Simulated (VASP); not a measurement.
Input of a VASP 6.6.1 run:

The input INCAR:

```
PREC = Accurate ; ENCUT = 600
EDIFF = 1E-6 ; ISMEAR = -1
SIGMA = 0.0368 ; LREAL = F
LASPH = T ; NELM = 100
ALGO = Normal ; ISIF = 3
LWAVE = F ; LCHARG = F
GGA = CA ; IBRION = 2
NSW = 60 ; EDIFFG = -0.01
```

Contents of KPOINTS:

```
Automatic mesh
0
Gamma
  4 4 4
  0 0.5 0
```

Contents of POSCAR:

```
La3In
1.0
    5.0119517400      0.0490117600      0.0001631400
    0.0490117600      5.0041050800     -0.0228486100
    0.0001631400     -0.0228486100      4.9544497100
La In
3 1
Direct
    0.9635310000      0.4893320000      0.5349700000
    0.4812380000      0.9815900000      0.4905770000
    0.4830010000      0.4624420000      0.9711240000
    0.0157460000      0.9845280000      0.0425650000
```

Potentials or basis: VASP PAW LDA potentials, release 64 (La, In_d).

Run with:

```sh
$ cat potpaw_LDA.64/La/POTCAR potpaw_LDA.64/In_d/POTCAR > POTCAR
$ mpirun -np 1 vasp_std > vasp.out
```

Estimate the space group after relaxing (to 0.1 Å).

Pm-3m (No. 221).

Estimate the relaxed volume.

29.55 Å³/atom.

Step by step:
```
step  energy change (eV)  largest force (eV/Å)  pressure (GPa)  volume (Å³)
   1              0.0000                0.6709           -2.05       124.24
   2             -0.0837                0.6155            0.44       117.24
   3             -0.0858                0.6025            0.97       115.98
   4             -0.1331                0.4062            0.68       116.40
   5             -0.1816                0.1620            0.24       117.35
   6             -0.1827                0.1413            0.18       117.49
   7             -0.1971                0.1051           -0.19       118.49
   8             -0.1986                0.0898           -0.33       118.89
   9             -0.2014                0.0547            0.29       117.44
  10             -0.2016                0.0622            0.18       117.70
  11             -0.2032                0.0422            0.04       118.06
  12             -0.2033                0.0440            0.00       118.16
  13             -0.2040                0.0351           -0.04       118.24
  14             -0.2046                0.0275           -0.08       118.33
  15             -0.2046                0.0358           -0.16       118.53
  16             -0.2048                0.0314           -0.12       118.42
  17             -0.2050                0.0269            0.08       117.91
  18             -0.2050                0.0276            0.06       118.00
  19             -0.2052                0.0212            0.03       118.05
  20             -0.2053                0.0138            0.01       118.12
  21             -0.2054                0.0117           -0.02       118.20
  22             -0.2054                0.0105           -0.05       118.27
  23             -0.2055                0.0095           -0.02       118.18
```
